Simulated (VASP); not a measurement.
# In (I4/mmm) in VASP: notebook

In is run at these levels: LDA; tasks: single point.

Everything below comes from runs of VASP 6.6.1. Logs are shortened: lines on timing, memory, paths and dates and some standing lists are left out, and cuts for length are marked.

## 1. The cell of the first run

It takes space group I4/mmm (No. 139, tetragonal). Conventional cell: a = 3.765 Å, b = 3.765 Å, c = 3.614 Å, α = 90.00°, β = 90.00°, γ = 90.00°. In (site symmetry 4/mmm) has 14 In at 3.22 to 3.77 Å within 4.2 Å.

## 2. Single point, LDA (strain -0.0400 x Voigt [0, 1, 0, 0, 0, 0])

Contents of INCAR:

```
SYSTEM = In
PREC = Accurate
ENCUT = 520
EDIFF = 1E-7
ISMEAR = 0
SIGMA = 0.15
LREAL = .False.
LASPH = .True.
NELM = 100
ALGO = Fast
ISIF = 2
LWAVE = .False.
LCHARG = .False.
NBANDS = 12
```

Contents of KPOINTS:

```
Automatic mesh
0
Gamma
  18 18 18
  0 0 0
```

Contents of POSCAR:

```
In
1.0
   -1.8825252400      1.8072242304      1.8825252400
    1.8825252400     -1.8072242304      1.8825252400
    1.8825252400      1.8072242304     -1.8825252400
In
1
Direct
    0.0000000000      0.0000000000      0.0000000000
```

Potentials or basis: VASP PAW LDA potentials, release 64 (In_d).

Run with:

```
> cat potpaw_LDA.64/In_d/POTCAR > POTCAR
> mpirun -np 1 vasp_std > vasp.out
```

OUTCAR:

```text
SYSTEM = In
   PREC = Accurate
   ENCUT = 520
   EDIFF = 1E-7
   ISMEAR = 0
   LREAL = .False.
   LASPH = .True.
   NELM = 100
   ISIF = 2

 ion  position               nearest neighbor table
   1  0.000  0.000  0.000-

  LATTYP: Found a body centered tetragonal cell.
 ALAT       =     3.7650504800
 C/A-ratio  =     0.9600000000

  Lattice vectors:

 A1 = (  -1.8825252400,  -1.8072242304,   1.8825252400)
 A2 = (   1.8825252400,  -1.8072242304,  -1.8825252400)
 A3 = (   1.8825252400,   1.8072242304,   1.8825252400)

Analysis of symmetry for initial positions (statically):
=====================================================================
 Subroutine PRICEL returns:
 Original cell was already a primitive cell.

 Routine SETGRP: Setting up the symmetry group for a
 body centered tetragonal supercell.

 Subroutine GETGRP returns: Found 16 space group operations
 (whereof 16 operations were pure point group operations)
 out of a pool of 16 trial point group operations.

The static configuration has the point symmetry D_4h.

Analysis of symmetry for dynamics (positions and initial velocities):
=====================================================================
 Subroutine PRICEL returns:
 Original cell was already a primitive cell.

 Routine SETGRP: Setting up the symmetry group for a
 body centered tetragonal supercell.

 Subroutine GETGRP returns: Found 16 space group operations
 (whereof 16 operations were pure point group operations)
 out of a pool of 16 trial point group operations.

The dynamic configuration has the point symmetry D_4h.

 Subroutine INISYM returns: Found 16 space group operations
 (whereof 16 operations are pure point group operations),
 and found     1 'primitive' translations

----------------------------------------------------------------------------------------

                                     Primitive cell

  volume of cell :      25.6185

  direct lattice vectors                    reciprocal lattice vectors
    -1.882525240  1.807224230  1.882525240     0.000000000  0.276667384  0.265600689
     1.882525240 -1.807224230  1.882525240     0.265600689  0.000000000  0.265600689
     1.882525240  1.807224230 -1.882525240     0.265600689  0.276667384  0.000000000

  length of vectors
     3.217741751  3.217741751  3.217741751     0.383521273  0.375616096  0.383521273

  position of ions in fractional coordinates (direct lattice)
     0.000000000  0.000000000  0.000000000

  ion indices of the primitive-cell ions
   primitive index   ion index
                 1           1

----------------------------------------------------------------------------------------

 KPOINTS: Automatic mesh

Automatic generation of k-mesh.
 Grid dimensions read from file:
 generate k-points for:   18   18   18

 Generating k-lattice:

  Cartesian coordinates                     Fractional coordinates (reciprocal lattice)
     0.000000000  0.015370410  0.014755594     0.055555556 -0.000000000  0.000000000
     0.014755594  0.000000000  0.014755594     0.000000000  0.055555556  0.000000000
     0.014755594  0.015370410  0.000000000     0.000000000 -0.000000000  0.055555556

  Length of vectors
     0.021306737  0.020867561  0.021306737

  Shift w.r.t. Gamma in fractional coordinates (k-lattice)
     0.000000000  0.000000000  0.000000000

 Subroutine IBZKPT returns following result:
 ===========================================

 Found    480 irreducible k-points:

 Following reciprocal coordinates:
            Coordinates               Weight
  0.000000  0.000000  0.000000      1.000000
  0.055556  0.000000 -0.000000      8.000000
  0.111111  0.000000 -0.000000      8.000000
  0.166667 -0.000000  0.000000      8.000000
  0.222222  0.000000  0.000000      8.000000
  0.277778  0.000000  0.000000      8.000000
[... 16 lines left out ...]
 -0.333333  0.055556  0.000000     16.000000
 -0.277778  0.055556  0.000000     16.000000
 [... further k-points ...]
   k-points           NKPTS =    480   k-points in BZ     NKDIM =    480   number of bands    NBANDS=     12
   number of dos      NEDOS =    301   number of ions     NIONS =      1
   total plane-waves  NPLWV =  13824
   dimension x,y,z NGX =    24 NGY =   24 NGZ =   24
   dimension x,y,z NGXF=    48 NGYF=   48 NGZF=   48
   ions per type =               1
   NGX,Y,Z   is equivalent  to a cutoff of  12.40, 12.40, 12.40 a.u.
   NGXF,Y,Z  is equivalent  to a cutoff of  24.80, 24.80, 24.80 a.u.
 SYSTEM =  In
   PREC   = accura    normal or accurate (medium, high low for compatibility)
   ISTART =      0    job   : 0-new  1-cont  2-samecut
   ICHARG =      2    charge: 1-file 2-atom 10-const
   ISPIN  =      1    spin polarized calculation?
   LNONCOLLINEAR =      F non collinear calculations
   LSORBIT =      F    spin-orbit coupling
   LASPH  =      T    aspherical Exc in radial PAW
   ENCUT  =  520.0 eV  38.22 Ry    6.18 a.u.   5.98  5.98  5.98*2*pi/ulx,y,z
   NELM   =    100;   NELMIN=  2; NELMDL= -5     # of ELM steps
   EDIFF  = 0.1E-06   stopping-criterion for ELM
   LREAL  =      F    real-space projection
   EDIFFG = 0.1E-05   stopping-criterion for IOM
   NSW    =      0    number of steps for IOM
   IBRION =     -1    ionic relax: 0-MD 1-quasi-New 2-CG
   NFREE  =      0    steps in history (QN), initial steepest desc. (CG)
   ISIF   =      2    stress and relaxation
   ISYM   =      2    0-nonsym 1-usesym 2-fastsym
   POTIM  = 0.5000    time-step for ionic-motion
   TEBEG  =    0.0;   TEEND  =   0.0 temperature during run
   PSTRESS=    0.0 pullay stress
   NELECT =      13.0000    total number of electrons
   NUPDOWN=      -1.0000    fix difference up-down
   EMIN   =  10.00;   EMAX   =-10.00  energy-range for DOS
   EFERMI =   0.00;   METHOD = LEGACY
   ISMEAR =     0;   SIGMA  =   0.15  broadening in eV -4-tet -1-fermi 0-gaus
   EFERMI_NEDOS =   21; number of points for ismear=-14 and -15
   IALGO  =     68    algorithm
   IMIX   =      4    mixing-type and parameters
     AMIX     =   0.40;   BMIX     =  1.00
     AMIX_MAG =   1.60;   BMIX_MAG =  1.00
  volume/ion in A,a.u.               =      25.62       172.88
  Fermi-wavevector in a.u.,A,eV,Ry     =   1.305784  2.467574 23.198917  1.705072
  Thomas-Fermi vector in A             =   2.436630
   LORBIT       =      0    0 simple, 1 ext, 2 COOP (PROOUT), +10 PAW based schemes
   GGA     = CA    functional components
   LHFCALC =     F    Hartree Fock is set to
   AEXX    =    0.0000 exact exchange contribution
   IVDW    =     0    specifies the selected vdW correction
   LEPSILON=     F    determine dielectric tensor
   LRPA    =     F    only Hartree local field effects (RPA)
 non-spin polarized calculation
 RMM-DIIS sequential band-by-band and
 Gauss-broadening in eV      SIGMA  =   0.15
  energy-cutoff  :      520.00
  volume of cell :       25.62
 maximum number of plane-waves:       705
   NGX = 11   NGY = 11   NGZ = 11

 number of electron      12.9999995 magnetization

 Free energy of the ion-electron system (eV)
  ---------------------------------------------------
  ext. energy  EPLUGINS =         0.00000000
  ---------------------------------------------------
  free energy    TOTEN  =        -3.20179726 eV

  energy without entropy =       -3.19617596  energy(sigma->0) =       -3.19898661

 E-fermi :   7.4460     XC(G=0): -10.6291

 val. band max:        7.4443276927   @ k =   0.5000  -0.3889   0.2778
 cond. band min:       7.4586119808   @ k =   0.4444  -0.3333   0.1111
 fundamental gap:      0.0142842881
 Fermi energy:         7.4460181563

 k-point     1 :       0.0000    0.0000    0.0000
  band No.  band energies     occupation
      1      -7.1880      2.00000
      2      -7.1501      2.00000
      3      -7.1501      2.00000
      4      -6.8863      2.00000
      5      -6.8497      2.00000
      6      -2.2463      2.00000
      7      18.4440      0.00000
      8      18.4440      0.00000
      9      18.9155      0.00000
     10      20.5410      0.00000
     11      20.5410      0.00000
     12      21.0066      0.00000

 k-point     2 :       0.0556    0.0000   -0.0000
  band No.  band energies     occupation
      1      -7.1844      2.00000
      2      -7.1472      2.00000
      3      -7.1436      2.00000
      4      -6.8864      2.00000
      5      -6.8531      2.00000
      6      -2.1727      2.00000
      7      17.9623      0.00000
      8      18.0813      0.00000
      9      18.4900      0.00000
     10      20.0574      0.00000
     11      20.2542      0.00000
     12      20.7774      0.00000

 k-point     3 :       0.1111    0.0000   -0.0000
  band No.  band energies     occupation
      1      -7.1878      2.00000
      2      -7.1400      2.00000
      3      -7.1108      2.00000
      4      -6.8871      2.00000
      5      -6.8615      2.00000
      6      -1.9507      2.00000
      7      16.3383      0.00000
      8      17.2779      0.00000
      9      17.8262      0.00000
     10      19.4721      0.00000
     11      19.7005      0.00000
     12      20.7835      0.00000
[... 286 lines left out ...]
 k-point    23 :      -0.3333    0.0556    0.0000
  band No.  band energies     occupation
      1      -7.2504      2.00000
      2      -7.1562      2.00000
      3      -6.9010      2.00000
      4      -6.8645      2.00000
      5      -6.8428      2.00000
      6       0.1054      2.00000
      7       9.5332      0.00000
      8      13.9564      0.00000
      9      15.1469      0.00000
     10      18.2834      0.00000
     11      18.7795      0.00000
     12      21.8964      0.00000

 k-point    24 :      -0.2778    0.0556    0.0000
  band No.  band energies     occupation
      1      -7.2291      2.00000
      2      -7.1414      2.00000
      3      -6.9304      2.00000
      4      -6.8991      2.00000
      5      -6.8650      2.00000
      6      -0.6586      2.00000
      7      11.3872      0.00000
      8      14.6648      0.00000
      9      15.6942      0.00000
     10      18.6278      0.00000
     11      19.0661      0.00000
     12      21.3117      0.00000

 [... further k-points ...]
[... 5 lines left out ...]
  --------------------------------------------------------------------------------------
  -------------------------------------------------------------------------------------
  Total       -0.2232842     -0.2068063     -0.2232842     -0.0000000      0.0000000      0.0000000
  in kB      -13.9641612    -12.9336409    -13.9641612     -0.0000000      0.0000000      0.0000000
  external PRESSURE =     -13.6206544 kB  Pullay stress =       0.0000000 kB

 VOLUME and BASIS-vectors are now :
 -----------------------------------------------------------------------------
  energy-cutoff  :      520.00
  volume of cell :       25.62
      direct lattice vectors                 reciprocal lattice vectors
    -1.882525240  1.807224230  1.882525240     0.000000000  0.276667384  0.265600689
     1.882525240 -1.807224230  1.882525240     0.265600689  0.000000000  0.265600689
     1.882525240  1.807224230 -1.882525240     0.265600689  0.276667384  0.000000000

 POSITION                                       TOTAL-FORCE (eV/Angst)
 -----------------------------------------------------------------------------------
      0.00000      0.00000      0.00000         0.000000     -0.000000     -0.000000
 -----------------------------------------------------------------------------------
    total drift:                                0.000000      0.000000      0.000000

  FREE ENERGIE OF THE ION-ELECTRON SYSTEM (eV)
  ---------------------------------------------------
  free  energy   TOTEN  =        -3.2017972643 eV

  energy  without entropy=       -3.1961759585  energy(sigma->0) =       -3.19898661
```

It took 37 s on 1 thread of Intel Xeon 6975P-C (Granite Rapids), shared host; peak memory 0.24 GiB.

What came out:

| Quantity | Value |
| --- | --- |
| Free energy | -3.2018 eV |
| Pressure | -1.4 GPa |

Stress tensor (GPa, compression positive):
```
-1.40  0.00  0.00
 0.00 -1.29  0.00
 0.00  0.00 -1.40
```

Caveat: the cell differs from its parent crystal (strain -0.0400 x Voigt [0, 1, 0, 0, 0, 0]); spin-orbit coupling is left out, which moves the levels of the heavy elements.

## 3. Single point, LDA (strain -0.0300 x Voigt [0, 1, 0, 0, 0, 0])

Contents of INCAR:

```
SYSTEM = In
PREC = Accurate ; ENCUT = 520
EDIFF = 1E-6 ; ISMEAR = 0
SIGMA = 0.15 ; LREAL = .False.
LASPH = .True. ; NELM = 100
ALGO = Fast ; ISIF = 2
LWAVE = .False. ; LCHARG = .False.
NBANDS = 12
```

Contents of KPOINTS:

```
regular mesh
0
Gamma
  18 18 18
  0 0 0
```

Contents of POSCAR:

```
In
1.0
   -1.8825252400      1.8260494828      1.8825252400
    1.8825252400     -1.8260494828      1.8825252400
    1.8825252400      1.8260494828     -1.8825252400
In
1
Direct
    0.0000000000      0.0000000000      0.0000000000
```

Potentials or basis: VASP PAW LDA potentials, release 64 (In_d).

Run with:

```
> cat potpaw_LDA.64/In_d/POTCAR > POTCAR
> mpirun -np 1 vasp_std > vasp.out
```

OUTCAR:

```text
SYSTEM = In
   PREC = Accurate
   ENCUT = 520
   EDIFF = 1E-6
   ISMEAR = 0
   LREAL = .False.
   LASPH = .True.
   NELM = 100
   ISIF = 2

 ion  position               nearest neighbor table
   1  0.000  0.000  0.000-

  LATTYP: Found a body centered tetragonal cell.
 ALAT       =     3.7650504800
 C/A-ratio  =     0.9700000000

  Lattice vectors:

 A1 = (  -1.8825252400,  -1.8260494828,   1.8825252400)
 A2 = (   1.8825252400,  -1.8260494828,  -1.8825252400)
 A3 = (   1.8825252400,   1.8260494828,   1.8825252400)

Analysis of symmetry for initial positions (statically):
=====================================================================
 Subroutine PRICEL returns:
 Original cell was already a primitive cell.

 Routine SETGRP: Setting up the symmetry group for a
 body centered tetragonal supercell.

 Subroutine GETGRP returns: Found 16 space group operations
 (whereof 16 operations were pure point group operations)
 out of a pool of 16 trial point group operations.

The static configuration has the point symmetry D_4h.

Analysis of symmetry for dynamics (positions and initial velocities):
=====================================================================
 Subroutine PRICEL returns:
 Original cell was already a primitive cell.

 Routine SETGRP: Setting up the symmetry group for a
 body centered tetragonal supercell.

 Subroutine GETGRP returns: Found 16 space group operations
 (whereof 16 operations were pure point group operations)
 out of a pool of 16 trial point group operations.

The dynamic configuration has the point symmetry D_4h.

 Subroutine INISYM returns: Found 16 space group operations
 (whereof 16 operations are pure point group operations),
 and found     1 'primitive' translations

----------------------------------------------------------------------------------------

                                     Primitive cell

  volume of cell :      25.8854
[... 109 lines left out ...]
  Fermi-wavevector in a.u.,A,eV,Ry     =   1.301281  2.459065 23.039199  1.693333
  Thomas-Fermi vector in A             =   2.432425
   LORBIT       =      0    0 simple, 1 ext, 2 COOP (PROOUT), +10 PAW based schemes
   GGA     = CA    functional components
   LHFCALC =     F    Hartree Fock is set to
   AEXX    =    0.0000 exact exchange contribution
   IVDW    =     0    specifies the selected vdW correction
   LEPSILON=     F    determine dielectric tensor
   LRPA    =     F    only Hartree local field effects (RPA)
 non-spin polarized calculation
 RMM-DIIS sequential band-by-band and
 Gauss-broadening in eV      SIGMA  =   0.15
  energy-cutoff  :      520.00
  volume of cell :       25.89
 maximum number of plane-waves:       709
   NGX = 13   NGY = 13   NGZ = 13

 number of electron      12.9999995 magnetization

 Free energy of the ion-electron system (eV)
  ---------------------------------------------------
  ext. energy  EPLUGINS =         0.00000000
  ---------------------------------------------------
  free energy    TOTEN  =        -3.19942165 eV

  energy without entropy =       -3.19397808  energy(sigma->0) =       -3.19669987

 E-fermi :   7.3272     XC(G=0): -10.5795

 val. band max:        7.3226317374   @ k =   0.5000   0.2222  -0.0000
 cond. band min:       7.3426641567   @ k =  -0.3333  -0.3889   0.1111
 fundamental gap:      0.0200324192
 Fermi energy:         7.3271769392

 k-point     1 :       0.0000    0.0000    0.0000
  band No.  band energies     occupation
      1      -7.2885      2.00000
      2      -7.2611      2.00000
      3      -7.2611      2.00000
      4      -6.9943      2.00000
      5      -6.9684      2.00000
      6      -2.2934      2.00000
      7      18.2787      0.00000
      8      18.2787      0.00000
      9      18.6030      0.00000
     10      20.3900      0.00000
     11      20.3900      0.00000
     12      20.7514      0.00000
[... 331 lines left out ...]
 k-point    24 :      -0.2778    0.0556    0.0000
  band No.  band energies     occupation
      1      -7.3320      2.00000
      2      -7.2489      2.00000
      3      -7.0423      2.00000
      4      -7.0148      2.00000
      5      -6.9801      2.00000
      6      -0.7288      2.00000
      7      11.1959      0.00000
      8      14.4960      0.00000
      9      15.5790      0.00000
     10      18.4649      0.00000
     11      18.9733      0.00000
     12      21.1229      0.00000

 [... further k-points ...]
[... 5 lines left out ...]
  --------------------------------------------------------------------------------------
  -------------------------------------------------------------------------------------
  Total       -0.2940594     -0.2682388     -0.2940594      0.0000000      0.0000000      0.0000000
  in kB      -18.2008444    -16.6026714    -18.2008444      0.0000000      0.0000000      0.0000000
  external PRESSURE =     -17.6681201 kB  Pullay stress =       0.0000000 kB

 VOLUME and BASIS-vectors are now :
 -----------------------------------------------------------------------------
  energy-cutoff  :      520.00
  volume of cell :       25.89
      direct lattice vectors                 reciprocal lattice vectors
    -1.882525240  1.826049483  1.882525240     0.000000000  0.273815143  0.265600689
     1.882525240 -1.826049483  1.882525240     0.265600689  0.000000000  0.265600689
     1.882525240  1.826049483 -1.882525240     0.265600689  0.273815143  0.000000000

 POSITION                                       TOTAL-FORCE (eV/Angst)
 -----------------------------------------------------------------------------------
      0.00000      0.00000      0.00000         0.000000      0.000000      0.000000
 -----------------------------------------------------------------------------------
    total drift:                                0.000000      0.000000      0.000000

  FREE ENERGIE OF THE ION-ELECTRON SYSTEM (eV)
  ---------------------------------------------------
  free  energy   TOTEN  =        -3.1994216550 eV

  energy  without entropy=       -3.1939780849  energy(sigma->0) =       -3.19669987
```

OSZICAR:

```text
N       E                     dE             d eps       ncg     rms          rms(c)
DAV:   1     0.781142274675E+02    0.78114E+02   -0.62786E+03 11692   0.138E+03
DAV:   2     0.616090527981E+00   -0.77498E+02   -0.75550E+02 12124   0.292E+02
DAV:   3    -0.314425927217E+01   -0.37603E+01   -0.37499E+01 13732   0.646E+01
DAV:   4    -0.323023317600E+01   -0.85974E-01   -0.85945E-01 14444   0.975E+00
DAV:   5    -0.323410986239E+01   -0.38767E-02   -0.38766E-02 15536   0.183E+00    0.242E+00
RMM:   6    -0.320628500770E+01    0.27825E-01   -0.31780E-02 14131   0.278E+00    0.127E+00
RMM:   7    -0.319986101802E+01    0.64240E-02   -0.11913E-02 13489   0.131E+00    0.262E-01
RMM:   8    -0.319937457084E+01    0.48645E-03   -0.17972E-03 17048   0.657E-01    0.828E-02
RMM:   9    -0.319941659360E+01   -0.42023E-04   -0.58413E-04 17593   0.228E-01    0.241E-02
RMM:  10    -0.319941508562E+01    0.15080E-05   -0.14845E-04 15387   0.215E-01    0.594E-03
RMM:  11    -0.319942149926E+01   -0.64136E-05   -0.63784E-05 18863   0.777E-02    0.895E-03
RMM:  12    -0.319942118523E+01    0.31403E-06   -0.10699E-05 14614   0.469E-02    0.111E-03
RMM:  13    -0.319942165498E+01   -0.46975E-06   -0.48462E-06  9887   0.209E-02
   1 F= -.31994217E+01 E0= -.31966999E+01  d E =-.544357E-02
```

Run time: 34 s. Hardware: 1 thread of Intel Xeon 6975P-C (Granite Rapids), shared host; peak memory 0.24 GiB.

What came out:

| Property | Result |
| --- | --- |
| Free energy | -3.1994 eV |
| Pressure | -1.8 GPa |

Stress tensor (GPa, compression positive):
```
-1.82  0.00  0.00
 0.00 -1.66  0.00
 0.00  0.00 -1.82
```

Caveat: the cell differs from its parent crystal (strain -0.0300 x Voigt [0, 1, 0, 0, 0, 0]); spin-orbit coupling is left out, which moves the levels of the heavy elements.

(Continued in part 2 of 2.)
